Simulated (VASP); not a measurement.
Crystal: Co2Si.

```
Co Si
1.0
     3.80016    0.00000    0.00000
    -1.90008    3.29103    0.00000
     0.00000    0.00000    4.67353
Co Si
4 2
Direct
  0.00000 0.00000 0.00000
  0.00000 0.00000 0.50000
  0.33333 0.66667 0.82270
  0.66667 0.33333 0.17730
  0.33333 0.66667 0.32029
  0.66667 0.33333 0.67971
```

```yaml
Program: VASP 6.6.1
Task: relaxation of cell and atoms
Functional: PBEsol
Potentials_or_basis: VASP PAW PBE potentials, release 64 (Co, Si)
Cutoff: 600 eV
k_mesh: 6 × 6 × 4
Occupations: gaussian, width 0.1 eV
Spin: collinear spin, ferromagnetic start
Starting_moments: "[1.05, 0.84, 0.85, 0.85, 0.0, 0.0] μB"
```

At the start: pressure 16.8 GPa; volume 9.74 Å³/atom.

Q: How do energy, volume and symmetry change on relaxing?

A: Over 13 steps the energy falls by 80.4 meV/atom and the volume is 10.30 Å³/atom (+5.8 %); space group P-3m1 (No. 164, to 0.1 Å) before, P6_3/mmc (No. 194, to 0.1 Å); moment 0.00 μB per cell.

The path:
```tsv
step	energy change (eV)	largest force (eV/Å)	pressure (GPa)	volume (Å³)
1	0.0000	0.7010	16.84	58.45
2	0.0792	0.4110	-16.23	67.55
3	-0.2073	0.5259	-1.33	62.34
4	-0.2073	0.5291	-1.02	62.26
5	-0.2544	0.4701	-0.73	62.17
6	-0.3626	0.4878	-0.11	61.90
7	-0.4271	0.1653	2.71	61.34
8	-0.4587	0.0830	0.27	61.89
9	-0.4718	0.0809	-2.81	62.61
10	-0.4814	0.0833	-0.57	62.02
11	-0.4816	0.0839	-0.23	61.93
12	-0.4822	0.0586	0.07	61.86
13	-0.4824	0.0423	0.28	61.82
```

Final structure:
```cif
data_structure
_symmetry_space_group_name_H-M 'P 1'
_symmetry_Int_Tables_number 1
_cell_length_a 3.8450
_cell_length_b 3.8450
_cell_length_c 4.8283
_cell_angle_alpha 90.000
_cell_angle_beta 90.000
_cell_angle_gamma 120.000
_cell_volume 61.82
loop_
_atom_site_label
_atom_site_type_symbol
_atom_site_fract_x
_atom_site_fract_y
_atom_site_fract_z
_atom_site_occupancy
Co1 Co 0.00000 0.00000 0.00000 1
Co2 Co 0.00000 0.00000 0.50000 1
Co3 Co 0.33333 0.66667 0.75359 1
Co4 Co 0.66667 0.33333 0.24641 1
Si1 Si 0.33333 0.66667 0.25502 1
Si2 Si 0.66667 0.33333 0.74498 1
```

Caveat: the moments typed at the start vanished in this run; the PAW data sets were made with another functional, which shifts forces and pressure a little; the relaxation stopped at a loose force limit of 0.05 eV/Å, so its end isn't a converged minimum.
